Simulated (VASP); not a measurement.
Wanted: the native input for a VASP 6.6.1 run.

```yaml
Task: single point
Functional: PBE
Potentials_or_basis: VASP PAW PBE potentials, release 64 (Ti_sv, I)
Cutoff: 520 eV
k_mesh: 10 × 10 × 12
Occupations: gaussian, width 0.1 eV
Spin: no spin polarisation
Dipole_correction: no
Further_INCAR_settings: ALGO = Normal; EDIFF = 1e-07; NBANDS = 30
```

The structure of Ti3I lies in POSCAR:

```
Ti3I
1.0
    4.4211177759      0.0000000000      0.0000000000
    0.0000000000      4.4211177759      0.0000000000
    0.0000000000      0.0000000000      3.6779970171
Ti I
3 1
Direct
    0.0000000000      0.5000000000      0.5000000000
    0.5000000000      0.0000000000      0.5000000000
    0.5000000000      0.5000000000      0.0000000000
    0.0000000000      0.0000000000      0.0000000000
```

These files were run (other wordings do the same):

INCAR

```
SYSTEM = Ti3I
  PREC = Accurate
  ENCUT = 520
  EDIFF = 1E-7
  ISMEAR = 0
  SIGMA = 0.1
  LREAL = .False.
  LASPH = .True.
  NELM = 100
  ALGO = Normal
  ISIF = 2
  LWAVE = .False.
  LCHARG = .False.
  GGA = PE
  NBANDS = 30
```

KPOINTS

```
regular mesh
0
Gamma
  10 10 12
  0 0 0
```

Potentials or basis: VASP PAW PBE potentials, release 64 (Ti_sv, I).

Run with:

```sh
$ cat potpaw_PBE.64/Ti_sv/POTCAR potpaw_PBE.64/I/POTCAR > POTCAR
$ mpirun -np 1 vasp_std > vasp.out
```

Results of the run:

| Quantity | Value |
| --- | --- |
| Pressure | -0.1 GPa |

Caveat: an odd number of electrons without spin polarisation forces a metal; a magnetic or distorted state may lie lower.

Run time: 8.5 min on 1 thread of Oxide Virtual Turin-like Processor, on a shared host, peak memory 0.34 GiB.
